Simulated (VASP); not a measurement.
A run of VASP 6.6.1:

INCAR

```
PREC     = Accurate       # precision mode
ENCUT    = 520            # plane-wave cutoff, eV
EDIFF    = 1E-7           # SCF threshold, eV
ISMEAR   = 0              # smearing method
SIGMA    = 0.1            # smearing width, eV
LREAL    = False          # projectors in reciprocal space
LASPH    = True           # aspherical terms in the spheres
NELM     = 100            # most SCF steps
ALGO     = Normal         # electronic algorithm
ISIF     = 2              # what is computed and relaxed
LWAVE    = False          # write WAVECAR
LCHARG   = False          # write CHGCAR
LDIPOL   = True         
IDIPOL   = 3            
DIPOL    = 0.5 0.5 0.497
GGA      = PE             # functional
NBANDS   = 51             # bands
```

File KPOINTS:

```
Automatic mesh
0
Gamma
  9 9 1
```

POSCAR

```
Mo
1.0
    2.8496403300      0.0000000000      0.0000000000
    0.0000000000      2.8496403300      0.0000000000
    0.0000000000      0.0000000000     30.0750001150
Mo
6
Direct
    0.5000000000      0.5000000000      0.3325020769
    0.0000000000      0.0000000000      0.3995012461
    0.5000000000      0.5000000000      0.4665004154
    0.0000000000      0.0000000000      0.5312548082
    0.5000000000      0.5000000000      0.5957354337
    0.0000000000      0.0000000000      0.6584222453
```

Potentials or basis: VASP PAW PBE potentials, release 64 (Mo_sv).

Run with:

```console
$ cat potpaw_PBE.64/Mo_sv/POTCAR > POTCAR
$ mpirun -np 1 vasp_std > vasp.out
```

Hardware: 1 thread of Intel Xeon 8259CL, on a shared host.

How long does it take, and how much memory?

Wall time 17 min on 1 thread of Intel Xeon 8259CL, on a shared host, peak memory 0.43 GiB. Counts: scf iterations 41, k points 15.
